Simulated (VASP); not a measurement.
The system is HfO2.

```
Hf O
1.0
     0.00000    2.51608    2.51608
     2.51608    0.00000    2.51608
     2.51608    2.51608    0.00000
Hf O
1 2
Direct
  0.00000 0.00000 0.00000
  0.75000 0.75000 0.75000
  0.25000 0.25000 0.25000
```

```yaml
Program: VASP 6.6.1
Task: relaxation of cell and atoms
Functional: PBE
Potentials_or_basis: VASP PAW PBE potentials, release 64 (Hf_pv, O)
Cutoff: 600 eV
k_mesh: 8 × 8 × 8
Occupations: fermi-dirac, width 0.02 eV
Spin: no spin polarisation
```

At the start: pressure 6.1 GPa; volume 10.62 Å³/atom.

Question: How do energy, volume and symmetry change on relaxing?

Answer: Over 7 steps the energy falls by 4.6 meV/atom and the volume is 10.86 Å³/atom (+2.3 %); space group Fm-3m (No. 225, to 0.1 Å) before and after.

Step by step:
```csv
step,energy change (eV),largest force (eV/Å),pressure (GPa),volume (Å³)
1,0.0000,0.0000,6.09,31.86
2,0.0164,0.0000,-8.09,33.76
3,-0.0138,0.0000,-0.10,32.60
4,-0.0138,0.0000,0.08,32.59
5,-0.0138,0.0000,0.08,32.59
6,-0.0138,0.0000,0.08,32.59
7,-0.0138,0.0000,0.07,32.59
```

Final structure:
```xyz
3
Lattice="0.0000 2.5353 2.5353 2.5353 0.0000 2.5353 2.5353 2.5353 0.0000" Properties=species:S:1:pos:R:3 pbc="T T T"
Hf    0.0000    0.0000    0.0000
O     3.8029    3.8029    3.8029
O     1.2676    1.2676    1.2676
```
